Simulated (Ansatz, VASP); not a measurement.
## Al2Ru: VASP beside Ansatz

```
CELL_PARAMETERS angstrom
-1.56064 1.56064 4.21104
1.56064 -1.56064 4.21104
1.56064 1.56064 -4.21104
ATOMIC_POSITIONS crystal
Al 0.65908 0.65908 0.00000
Al 0.34092 0.34092 0.00000
Ru 0.00000 0.00000 0.00000
```

Alike in both runs: task single point; functional PBEsol; k mesh 20 × 20 × 20; occupations gaussian, width 0.15 eV; no spin polarisation.

|  | VASP | Ansatz |
| --- | --- | --- |
| version | VASP 6.6.1 | Ansatz 0.2.0 |
| potentials or method | VASP PAW PBE potentials, release 64 (Al, Ru_pv), cutoff 520 eV | scalar-relativistic, plane waves, PAW |
| valence electrons in the cell | 20 | 22 |

```tsv
	VASP	Ansatz	Ansatz less VASP
gap on the k mesh at the Fermi level (eV)	none	none	-
pressure (GPa)	0.1	0.0	-0.11
```

VASP's potentials were made for PBE, not for PBEsol, and Ansatz warns of the same on its side. A gap of «none» marks a metal or a gap that the smearing closes. With one functional, cell and mesh, what is left measures potentials, basis and numerics. VASP's potentials hold 20 valence electrons a cell and Ansatz's 22, so a difference there can come from the potentials and not from the codes.
